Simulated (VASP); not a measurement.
# HC4 in VASP: further runs

Runs on HC4. Level: PBE+D3(BJ). Tasks: single point.

All numbers are computed with VASP 6.6.1; they aren't measurements. Logs are shortened: lines on timing, memory, paths and dates and some standing lists are left out, and cuts for length are marked.

## Step 1: The cell of the first run

The cell holds a slab with vacuum, 10 atoms: a = 4.931 Å, b = 4.931 Å, c = 18.000 Å, α = 90.00°, β = 90.00°, γ = 120.00°.

## Step 2: Single point, PBE+D3(BJ)

The input, INCAR:

```
PREC = Accurate ; ENCUT = 520
EDIFF = 1E-7 ; ISMEAR = 0
SIGMA = 0.1 ; LREAL = F
LASPH = T ; NELM = 60
ALGO = Normal ; ISIF = 2
LWAVE = F ; LCHARG = F
LDIPOL = T ; IDIPOL = 3
DIPOL = 0.5 0.5 0.241 ; GGA = PE
IVDW = 12 ; NBANDS = 28
```

The input, KPOINTS:

```
regular mesh
0
Gamma
  6 6 1
```

The input, POSCAR:

```
HC4
1.0
    4.9313048819      0.0000000000      0.0000000000
   -2.4656524409      4.2706353015      0.0000000000
    0.0000000000      0.0000000000     18.0000331942
C H
8 2
Direct
    0.3333333333      0.1666666667      0.2222236565
    0.3333333333      0.6666666667      0.2222236565
    0.8333333333      0.1666666667      0.2222236565
    0.8333333333      0.6666666667      0.2222236565
    0.1666666667      0.3333333333      0.2222218124
    0.1666666667      0.8333333333      0.2222218124
    0.6666666667      0.3333333333      0.2222218124
    0.6666666667      0.8333333333      0.2222218124
    0.0646417736      0.1666666667      0.3183345904
    0.6020248930      0.1666666667      0.3183345904
```

Potentials or basis: VASP PAW PBE potentials, release 64 (C, H).

On the command line:

```bash
> cat potpaw_PBE.64/C/POTCAR potpaw_PBE.64/H/POTCAR > POTCAR
> mpirun -np 1 vasp_std > vasp.out
```

OUTCAR:

```text
PREC = Accurate
   ENCUT = 520
   EDIFF = 1E-7
   ISMEAR = 0
   LREAL = F
   LASPH = T
   NELM = 60
   ISIF = 2
   GGA = PE
   IVDW = 12
 IVDW          = 12

 ion  position               nearest neighbor table
   1  0.333  0.167  0.222-   5 1.42   6 1.42   7 1.42
   2  0.333  0.667  0.222-   6 1.42   5 1.42   8 1.42
   3  0.833  0.167  0.222-   7 1.42   8 1.42   5 1.42
   4  0.833  0.667  0.222-   8 1.42   7 1.42   6 1.42
   5  0.167  0.333  0.222-   1 1.42   2 1.42   3 1.42
   6  0.167  0.833  0.222-   2 1.42   1 1.42   4 1.42
   7  0.667  0.333  0.222-   3 1.42   4 1.42   1 1.42
   8  0.667  0.833  0.222-   4 1.42   3 1.42   2 1.42
   9  0.065  0.167  0.318-
  10  0.602  0.167  0.318-

  LATTYP: Found a hexagonal cell.
 ALAT       =     4.9313048819
 C/A-ratio  =     3.6501562214

  Lattice vectors:

 A1 = (   4.9313048819,   0.0000000000,   0.0000000000)
 A2 = (  -2.4656524409,   4.2706353015,   0.0000000000)
 A3 = (   0.0000000000,   0.0000000000,  18.0000331942)

Analysis of symmetry for initial positions (statically):
=====================================================================
 Subroutine PRICEL returns:
 Original cell was already a primitive cell.

 Routine SETGRP: Setting up the symmetry group for a
 hexagonal supercell.

 Subroutine GETGRP returns: Found  2 space group operations
 (whereof  1 operations were pure point group operations)
 out of a pool of 24 trial point group operations.

The static configuration has the point symmetry C_1 .
 The point group associated with its full space group is C_1h.

Analysis of symmetry for dynamics (positions and initial velocities):
=====================================================================
 Subroutine PRICEL returns:
 Original cell was already a primitive cell.

 Routine SETGRP: Setting up the symmetry group for a
 hexagonal supercell.

 Subroutine GETGRP returns: Found  2 space group operations
 (whereof  1 operations were pure point group operations)
 out of a pool of 24 trial point group operations.

The dynamic configuration has the point symmetry C_1 .
 The point group associated with its full space group is C_1h.

 Subroutine INISYM returns: Found  2 space group operations
 (whereof  1 operations are pure point group operations),
 and found     1 'primitive' translations

----------------------------------------------------------------------------------------

                                     Primitive cell

  volume of cell :     379.0772

  direct lattice vectors                    reciprocal lattice vectors
     4.931304882  0.000000000  0.000000000     0.202786083  0.117078599  0.000000000
    -2.465652441  4.270635301  0.000000000     0.000000000  0.234157199  0.000000000
     0.000000000  0.000000000 18.000033194     0.000000000  0.000000000  0.055555453

  length of vectors
     4.931304882  4.931304882 18.000033194     0.234157199  0.234157199  0.055555453

  position of ions in fractional coordinates (direct lattice)
     0.333333333  0.166666667  0.222223656
     0.333333333  0.666666667  0.222223656
     0.833333333  0.166666667  0.222223656
     0.833333333  0.666666667  0.222223656
     0.166666667  0.333333333  0.222221812
     0.166666667  0.833333333  0.222221812
     0.666666667  0.333333333  0.222221812
     0.666666667  0.833333333  0.222221812
     0.064641774  0.166666667  0.318334590
     0.602024893  0.166666667  0.318334590

  ion indices of the primitive-cell ions
   primitive index   ion index
                 1           1
                 2           2
                 3           3
                 4           4
                 5           5
                 6           6
                 7           7
                 8           8
                 9           9
                10          10

----------------------------------------------------------------------------------------

 KPOINTS: regular mesh

Automatic generation of k-mesh.
 Grid dimensions read from file:
 generate k-points for:    6    6    1

 Generating k-lattice:

  Cartesian coordinates                     Fractional coordinates (reciprocal lattice)
     0.033797680  0.019513100  0.000000000     0.166666667  0.000000000  0.000000000
     0.000000000  0.039026200  0.000000000     0.000000000  0.166666667  0.000000000
     0.000000000  0.000000000  0.055555453     0.000000000  0.000000000  1.000000000

  Length of vectors
     0.039026200  0.039026200  0.055555453

  Shift w.r.t. Gamma in fractional coordinates (k-lattice)
     0.000000000  0.000000000  0.000000000

 Subroutine IBZKPT returns following result:
 ===========================================

 Found     13 irreducible k-points:

 Following reciprocal coordinates:
            Coordinates               Weight
  0.000000  0.000000  0.000000      1.000000
  0.166667  0.000000  0.000000      4.000000
  0.000000  0.166667  0.000000      2.000000
  0.333333  0.000000  0.000000      4.000000
  0.000000  0.333333  0.000000      2.000000
  0.500000  0.000000  0.000000      2.000000
  0.000000  0.500000  0.000000      1.000000
  0.166667  0.166667  0.000000      4.000000
 -0.333333  0.166667  0.000000      2.000000
  0.333333  0.166667  0.000000      4.000000
 -0.166667  0.500000  0.000000      4.000000
  0.500000  0.333333  0.000000      4.000000
  0.333333  0.333333  0.000000      2.000000
   k-points           NKPTS =     13   k-points in BZ     NKDIM =     13   number of bands    NBANDS=     28
   number of dos      NEDOS =    301   number of ions     NIONS =     10
   total plane-waves  NPLWV = 224000
   dimension x,y,z NGX =    40 NGY =   40 NGZ =  140
   dimension x,y,z NGXF=    80 NGYF=   80 NGZF=  280
   ions per type =               8   2
   NGX,Y,Z   is equivalent  to a cutoff of  13.48, 13.48, 12.93 a.u.
   NGXF,Y,Z  is equivalent  to a cutoff of  26.97, 26.97, 25.86 a.u.
 SYSTEM =  unknown system
   PREC   = accura    normal or accurate (medium, high low for compatibility)
   ISTART =      0    job   : 0-new  1-cont  2-samecut
   ICHARG =      2    charge: 1-file 2-atom 10-const
   ISPIN  =      1    spin polarized calculation?
   LNONCOLLINEAR =      F non collinear calculations
   LSORBIT =      F    spin-orbit coupling
   LASPH  =      T    aspherical Exc in radial PAW
   ENCUT  =  520.0 eV  38.22 Ry    6.18 a.u.   9.17  9.17 33.47*2*pi/ulx,y,z
   NELM   =     60;   NELMIN=  2; NELMDL= -5     # of ELM steps
   EDIFF  = 0.1E-06   stopping-criterion for ELM
   LREAL  =      F    real-space projection
   EDIFFG = 0.1E-05   stopping-criterion for IOM
   NSW    =      0    number of steps for IOM
   IBRION =     -1    ionic relax: 0-MD 1-quasi-New 2-CG
   NFREE  =      0    steps in history (QN), initial steepest desc. (CG)
   ISIF   =      2    stress and relaxation
   ISYM   =      2    0-nonsym 1-usesym 2-fastsym
   POTIM  = 0.5000    time-step for ionic-motion
   TEBEG  =    0.0;   TEEND  =   0.0 temperature during run
   PSTRESS=    0.0 pullay stress
   NELECT =      34.0000    total number of electrons
   NUPDOWN=      -1.0000    fix difference up-down
   EMIN   =  10.00;   EMAX   =-10.00  energy-range for DOS
   EFERMI =   0.00;   METHOD = LEGACY
   ISMEAR =     0;   SIGMA  =   0.10  broadening in eV -4-tet -1-fermi 0-gaus
   EFERMI_NEDOS =   21; number of points for ismear=-14 and -15
   IALGO  =     38    algorithm
   IMIX   =      4    mixing-type and parameters
     AMIX     =   0.40;   BMIX     =  1.00
     AMIX_MAG =   1.60;   BMIX_MAG =  1.00
  volume/ion in A,a.u.               =      37.91       255.81
  Fermi-wavevector in a.u.,A,eV,Ry     =   0.732811  1.384812  7.306489  0.537012
  Thomas-Fermi vector in A             =   1.825366
   LORBIT       =      0    0 simple, 1 ext, 2 COOP (PROOUT), +10 PAW based schemes
   GGA     = PE    functional components
   LHFCALC =     F    Hartree Fock is set to
   AEXX    =    0.0000 exact exchange contribution
   IVDW    =    12    specifies the selected vdW correction
   LEPSILON=     F    determine dielectric tensor
   LRPA    =     F    only Hartree local field effects (RPA)
 non-spin polarized calculation
 Gauss-broadening in eV      SIGMA  =   0.10
  energy-cutoff  :      520.00
  volume of cell :      379.08
 maximum number of plane-waves:     10258
 NGX is ok and might be reduce to    40
   NGX = 19   NGY = 19   NGZ = 67

 dipolmoment           0.000000      0.000000     -0.008990 electrons x Angstroem

 number of electron      33.9999998 magnetization

 dipolmoment           0.000000      0.000000      0.200164 electrons x Angstroem

 Free energy of the ion-electron system (eV)
  ---------------------------------------------------
  ext. energy  EPLUGINS =         0.00000000
  ---------------------------------------------------
  free energy    TOTEN  =       -74.78135521 eV

  energy without entropy =      -74.76415955  energy(sigma->0) =      -74.77275738

 E-fermi :  -3.0591     XC(G=0):  -2.8276

 val. band max:       -3.1485811740   @ k =   0.0000   0.1667   0.0000
 cond. band min:      -3.0487310569   @ k =   0.3333   0.3333   0.0000
 fundamental gap:      0.0998501172
 Fermi energy:        -3.0591371376

 k-point     1 :       0.0000    0.0000    0.0000
  band No.  band energies     occupation
      1     -22.9686      2.00000
      2     -17.7429      2.00000
      3     -17.7254      2.00000
      4     -17.6925      2.00000
      5     -16.7054      2.00000
      6     -16.6627      2.00000
[... 20 lines left out ...]
     27       3.9117      0.00000
     28       3.9545      0.00000
[... 342 lines left out ...]
 k-point    13 :       0.3333    0.3333    0.0000
  band No.  band energies     occupation
      1     -21.1362      2.00000
      2     -21.0132      2.00000
      3     -20.8989      2.00000
      4     -16.0397      2.00000
      5     -16.0189      2.00000
      6     -14.0002      2.00000
[... 20 lines left out ...]
     27       4.5235      0.00000
     28       4.5494      0.00000

------------------------ aborting loop because EDIFF is reached ----------------------------------------

 vacuum level on the upper side and lower side of the slab       (xc-potential included)         0.778        -0.901

 Edisp (eV)   -0.90973

 E8    (eV) :    -0.2708

  FORCE on cell =-STRESS in cart. coord.  units (eV):
  Direction    XX          YY          ZZ          XY          YZ          ZX
  --------------------------------------------------------------------------------------
  -------------------------------------------------------------------------------------
  Total      -1.61886     1.23622     2.10291     0.00000     0.81633     0.00000
  in kB      -6.84214     5.22492     8.88799     0.00000     3.45023     0.00000
  external pressure =        2.42 kB  Pullay stress =        0.00 kB

 VOLUME and BASIS-vectors are now :
 -----------------------------------------------------------------------------
  energy-cutoff  :      520.00
  volume of cell :      379.08
      direct lattice vectors                 reciprocal lattice vectors
     4.931304882  0.000000000  0.000000000     0.202786083  0.117078599  0.000000000
    -2.465652441  4.270635301  0.000000000     0.000000000  0.234157199  0.000000000
     0.000000000  0.000000000 18.000033194     0.000000000  0.000000000  0.055555453

 POSITION                                       TOTAL-FORCE (eV/Angst)
 -----------------------------------------------------------------------------------
      1.23283      0.71177      4.00003        -0.000000     -0.229834     -0.717003
     -0.00000      2.84709      4.00003         0.057236      0.618742     -0.074889
      3.69848      0.71177      4.00003        -0.000000     -0.324862     -0.730334
      2.46565      2.84709      4.00003        -0.057236      0.618742     -0.074889
      0.00000      1.42355      4.00000         0.098801     -0.274794      0.327246
     -1.23283      3.55886      4.00000        -0.000000     -0.203460      0.036730
      2.46565      1.42355      4.00000        -0.098801     -0.274794      0.327246
      1.23283      3.55886      4.00000        -0.000000     -0.401711     -0.342127
     -0.09217      0.71177      5.73003        -0.507090      0.235985      0.624010
      2.55783      0.71177      5.73003         0.507090      0.235985      0.624010
 -----------------------------------------------------------------------------------
    total drift:                               -0.000001      0.000114      0.000355

  FREE ENERGIE OF THE ION-ELECTRON SYSTEM (eV)
  ---------------------------------------------------
  free  energy   TOTEN  =       -75.6910873191 eV

  energy  without entropy=      -75.6738916598  energy(sigma->0) =      -75.68248949

 vacuum level on the upper side and lower side of the slab         2.761         1.040
```

Run time: 3.7 min. Hardware: 1 thread of Intel Xeon Platinum 8488C (Sapphire Rapids), shared host; peak memory 0.56 GiB.

Results:

- Free energy: -75.6911 eV
- Largest force: 0.838 eV/Å
- Band gap on the k mesh: zero (bands 17 and 18 overlap by 0.58 eV)
- Dispersion energy per atom: -0.091 eV

Forces in eV/Å, atoms in the order of the input:
```
C    0.000 -0.230 -0.717
C    0.057  0.619 -0.075
C    0.000 -0.325 -0.730
C   -0.057  0.619 -0.075
C    0.099 -0.275  0.327
C    0.000 -0.203  0.037
C   -0.099 -0.275  0.327
C    0.000 -0.402 -0.342
H   -0.507  0.236  0.624
H    0.507  0.236  0.624
```

Levels at points of the mesh, in eV from the Fermi level:
| k point | band 15 | band 16 | band 17 | band 18 | band 19 | band 20 |
| --- | --- | --- | --- | --- | --- | --- |
| (0.00, 0.00, 0.00) | -3.13 | -2.76 | -0.67 | -0.39 | 1.33 | 1.36 |
| (0.50, 0.00, 0.00) | -3.46 | -3.36 | 0.14 | 0.45 | 2.47 | 2.53 |
| (0.00, 0.50, 0.00) | -3.64 | -3.15 | -0.46 | 0.78 | 2.45 | 3.23 |

## Step 3: Single point, PBE+D3(BJ)

The input, INCAR:

```
SYSTEM = HC4
ALGO     = Normal         ! electronic algorithm
DIPOL    = 0.5 0.5 0.231
EDIFF    = 1E-7           ! SCF threshold, eV
ENCUT    = 520            ! plane-wave cutoff, eV
GGA      = PE             ! functional
IDIPOL   = 3            
ISIF     = 2              ! what is computed and relaxed
ISMEAR   = 0              ! smearing method
IVDW     = 12             ! dispersion correction
LASPH    = .TRUE.         ! aspherical terms in the spheres
LCHARG   = .FALSE.        ! write CHGCAR
LDIPOL   = .TRUE.       
LREAL    = .FALSE.        ! projectors in reciprocal space
LWAVE    = .FALSE.        ! write WAVECAR
NBANDS   = 28             ! bands
NELM     = 100            ! most SCF steps
PREC     = Accurate       ! precision mode
SIGMA    = 0.1            ! smearing width, eV
```

The input, KPOINTS:

```
k-points
0
G
  6 6 1
  0 0 0
```

Edit POSCAR of step 2 so:

```diff
@@ -16,3 +16,3 @@
     0.6666666667      0.8333333333      0.2222218124
-    0.0646417736      0.1666666667      0.3183345904
-    0.6020248930      0.1666666667      0.3183345904
+    0.2572885523      0.1666666667      0.2650013554
+    0.4093781144      0.1666666667      0.2650013554
```

Potentials or basis: VASP PAW PBE potentials, release 64 (C, H).

On the command line:

```bash
> cat potpaw_PBE.64/C/POTCAR potpaw_PBE.64/H/POTCAR > POTCAR
> mpirun -np 1 vasp_std > vasp.out
```

It took 3.5 min on 1 thread of AMD EPYC 7R13 (Zen 3), shared host; peak memory 0.5 GiB.

It converged, with:

```
Free energy                : -69.6843 eV
Largest force              : 24.857 eV/Å
Band gap on the k mesh     : 0.09 eV (least direct gap 0.47 eV)
Dispersion energy per atom : -0.078 eV
```

Forces on the atoms (eV/Å):
```
C     0.000  -1.275 -24.824
C    -0.161   0.201  -0.136
C     0.000  -0.084  -0.260
C     0.161   0.201  -0.136
C    -5.323   3.238  -2.307
C     0.000  -6.100  -2.597
C     5.323   3.238  -2.307
C     0.000  -0.010   0.053
H   -10.559   0.296  16.257
H    10.559   0.296  16.257
```

Levels at points of the mesh, in eV from the valence-band top:
| k point | band 13 | band 14 | band 15 | band 16 | band 17 | band 18 | band 19 | band 20 | band 21 | band 22 |
| --- | --- | --- | --- | --- | --- | --- | --- | --- | --- | --- |
| (0.00, 0.00, 0.00) | -4.35 | -4.10 | -3.39 | -3.24 | -0.38 | 0.09 | 0.55 | 1.40 | 2.89 | 3.30 |
| (0.50, 0.00, 0.00) | -6.67 | -5.67 | -4.80 | -3.73 | -0.15 | 1.72 | 2.96 | 3.69 | 4.36 | 4.89 |
| (0.00, 0.50, 0.00) | -6.59 | -5.59 | -4.80 | -3.91 | 0.00 | 1.44 | 2.94 | 3.76 | 4.48 | 4.90 |

## Step 4: Single point, PBE+D3(BJ)

The input, INCAR:

```
SYSTEM = HC4
ALGO = Normal ; DIPOL = 0.5 0.5 0.238
EDIFF = 1E-7 ; ENCUT = 520
GGA = PE ; IDIPOL = 3
ISIF = 2 ; ISMEAR = 0
IVDW = 12 ; LASPH = .True.
LCHARG = .False. ; LDIPOL = .True.
LREAL = .False. ; LWAVE = .False.
NBANDS = 28 ; NELM = 100
PREC = Accurate ; SIGMA = 0.1
```

The input, KPOINTS:

```
k-points
0
Gamma
  6 6 1
  0 0 0
```

Edit POSCAR of step 3 so:

```diff
@@ -16,3 +16,3 @@
     0.6666666667      0.8333333333      0.2222218124
-    0.2572885523      0.1666666667      0.2650013554
-    0.4093781144      0.1666666667      0.2650013554
+    0.2572885523      0.1666666667      0.3005568454
+    0.4093781144      0.1666666667      0.3005568454
```

On the command line:

```bash
> cat potpaw_PBE.64/C/POTCAR potpaw_PBE.64/H/POTCAR > POTCAR
> mpirun -np 1 vasp_std > vasp.out
```

Run time: 3.4 min. Hardware: 1 thread of AMD EPYC 7R13 (Zen 3), shared host; peak memory 0.5 GiB.

It converged, with:

| Property | Result |
| --- | --- |
| Free energy | -77.7141 eV |
| Largest force | 3.926 eV/Å |
| Band gap on the k mesh | 0.87 eV |
| Dispersion energy per atom | -0.082 eV |

Forces in eV/Å, atoms in the order of the input:
```
C    0.000 -0.229 -2.520
C   -0.197 -0.073 -0.063
C    0.000  0.152 -0.082
C    0.197 -0.073 -0.063
C   -1.335  0.860 -1.806
C    0.000 -1.556 -1.891
C    1.335  0.860 -1.806
C    0.000  0.002  0.416
H   -0.374  0.028  3.908
H    0.374  0.028  3.908
```

Levels at points of the mesh, in eV from the valence-band top:
| k point | band 14 | band 15 | band 16 | band 17 | band 18 | band 19 | band 20 | band 21 |
| --- | --- | --- | --- | --- | --- | --- | --- | --- |
| (0.00, 0.00, 0.00) | -2.92 | -2.31 | -2.21 | -0.57 | 1.29 | 1.67 | 1.94 | 4.22 |
| (0.50, 0.00, 0.00) | -4.80 | -3.94 | -2.66 | -0.58 | 2.78 | 2.87 | 4.82 | 6.10 |
| (0.00, 0.50, 0.00) | -4.79 | -3.87 | -2.77 | -0.65 | 2.65 | 2.90 | 5.23 | 6.10 |

(Continued in part 2 of 2.)
